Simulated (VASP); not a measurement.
Set up this calculation in VASP 6.6.1, as the native input.

| Property | Result |
| --- | --- |
| Task | single point |
| Functional | LDA |
| Potentials or basis | VASP PAW LDA potentials, release 64 (W_sv, C) |
| Cutoff | 520 eV |
| k mesh | 9 × 9 × 6 |
| Occupations | gaussian, width 0.1 eV |
| Spin | no spin polarisation |
| Dipole correction | no |
| Further INCAR settings | ALGO = Normal; EDIFF = 1e-06; NBANDS = 16 |

The structure of WC (dq5) lies in POSCAR:

```
WC
1.0
    2.8820700000      0.0000000000      0.0000000000
   -1.4410350000      2.4959458400      0.0000000000
    0.0000000000      0.0000000000      2.8238700000
W C
1 1
Direct
    0.0000000000      0.0000000000      0.0000000000
    0.6666666700      0.3333333300      0.5000000000
```

The input as run:

INCAR

```
SYSTEM = WC
ALGO = Normal
EDIFF = 1E-6
ENCUT = 520
GGA = CA
ISIF = 2
ISMEAR = 0
LASPH = .True.
LCHARG = .False.
LREAL = .False.
LWAVE = .False.
NBANDS = 16
NELM = 100
PREC = Accurate
SIGMA = 0.1
```

KPOINTS

```
k-points
0
Gamma
  9 9 6
  0 0 0
```

Potentials or basis: VASP PAW LDA potentials, release 64 (W_sv, C).

Launch:

```bash
$ cat potpaw_LDA.64/W_sv/POTCAR potpaw_LDA.64/C/POTCAR > POTCAR
$ mpirun -np 1 vasp_std > vasp.out
```

It gave:

- Pressure: 1.4 GPa
- Band gap on the k mesh: zero (band 9 reaches 11.84 eV, above the bottom of band 10 at 10.66 eV)

Caveat: the k points lie up to 0.37 Å⁻¹ apart; spin-orbit coupling is left out, which moves the levels of the heavy elements.

Wall time 10 s on 1 thread of Intel(R) Xeon(R) 6975P-C (Granite Rapids), with other jobs on the host, peak memory 0.13 GiB.
